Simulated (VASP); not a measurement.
## SiC: single point with PBE

Crystal: SiC.

```xyz
2
Lattice="0.0163 2.1740 2.1740 2.1903 0.0000 2.1903 2.1740 2.1740 0.0163" Properties=species:S:1:pos:R:3 pbc="T T T"
Si    0.0000    0.0000    0.0000
C     3.2855    3.2610    3.2855
```

This cell differs from its parent crystal: strain +0.0150 x Voigt [0, 0, 0, 0, 1, 0].

```
Program             : VASP 6.6.1
Task                : single point
Functional          : PBE
Potentials or basis : VASP PAW PBE potentials, release 64 (Si, C)
Cutoff              : 520 eV
k mesh              : 12 × 12 × 12
Occupations         : gaussian, width 0.05 eV
Spin                : no spin polarisation
```

```
Pressure               : 4.9 GPa
Largest force          : 0.131 eV/Å
Band gap on the k mesh : 1.30 eV, indirect (least direct gap 4.42 eV)
```

Forces in eV/Å, atoms in the order of the input:
```
Si   0.000 -0.131  0.000
C    0.000  0.131  0.000
```

Stress tensor (GPa, compression positive):
```
 4.87  0.00 -4.20
 0.00  4.82  0.00
-4.20  0.00  4.87
```

Levels at points of the mesh, in eV from the valence-band top:
```
           k point  band 1  band 2  band 3  band 4  band 5  band 6  band 7  band 8  band 9
(0.00, 0.00, 0.00)  -15.50   -0.09   -0.05    0.00    6.22    7.14    7.37    7.49   14.50
(0.50, 0.00, 0.00)  -11.85   -8.60   -1.14   -1.14    5.34    7.07    7.23   10.01   16.24
(0.00, 0.50, 0.00)  -11.97   -8.63   -1.06   -1.05    5.56    7.19    7.36   10.08   16.21
(0.50, 0.50, 0.00)  -10.45   -7.86   -3.24   -3.24    1.31    4.30   14.03   14.07   14.87
(0.50, 0.00, 0.50)  -10.45   -7.86   -3.36   -3.12    1.30    4.31   14.05   14.09   14.83
```

Run time: 15 s on 1 thread of Intel(R) Xeon(R) 6975P-C (Granite Rapids), with other jobs on the host, peak memory 0.17 GiB.

Caveat: the cell differs from its parent crystal (strain +0.0150 x Voigt [0, 0, 0, 0, 1, 0]). A k mesh can miss the band edges.
